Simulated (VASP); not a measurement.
## WSe2: single point with PBE+D3(BJ)

WSe2, a slab with vacuum:

```
CELL_PARAMETERS angstrom
3.28549 0.00000 0.00000
-1.64275 2.84532 0.00000
0.00000 0.00000 24.23865
ATOMIC_POSITIONS crystal
Se 0.33333 0.66667 0.18565
Se 0.33333 0.66667 0.32466
W 0.66667 0.33333 0.25516
```

```
Program                : VASP 6.6.1
Task                   : single point
Functional             : PBE
Dispersion             : D3(BJ)
Potentials or basis    : VASP PAW PBE potentials, release 64 (Se, W_sv)
Cutoff                 : 520 eV
k mesh                 : 9 × 9 × 1
Occupations            : gaussian, width 0.05 eV
Spin                   : no spin polarisation
Dipole correction      : yes
Further INCAR settings : ALGO = Normal; EDIFF = 1e-06; NBANDS = 20
```

| Item | Value |
| --- | --- |
| Largest force | 0.048 eV/Å |
| Band gap on the k mesh | 1.67 eV, direct |
| Dispersion energy per atom | -0.337 eV |

Forces on the atoms (eV/Å):
```
Se   0.000  0.000 -0.048
Se   0.000  0.000  0.048
W    0.000  0.000  0.000
```

Levels at points of the mesh, in eV from the valence-band top:
```csv
k point,band 11,band 12,band 13,band 14,band 15,band 16
"(0.00, 0.00, 0.00)",-1.17,-1.17,-0.42,2.99,2.99,3.15
```

Run time: 110 s on 1 thread of AMD EPYC 7R43 64-Core Processor (Zen 3) (shared host), peak memory 0.28 GiB.

Caveat: spin-orbit coupling is left out, which moves the levels of the heavy elements.
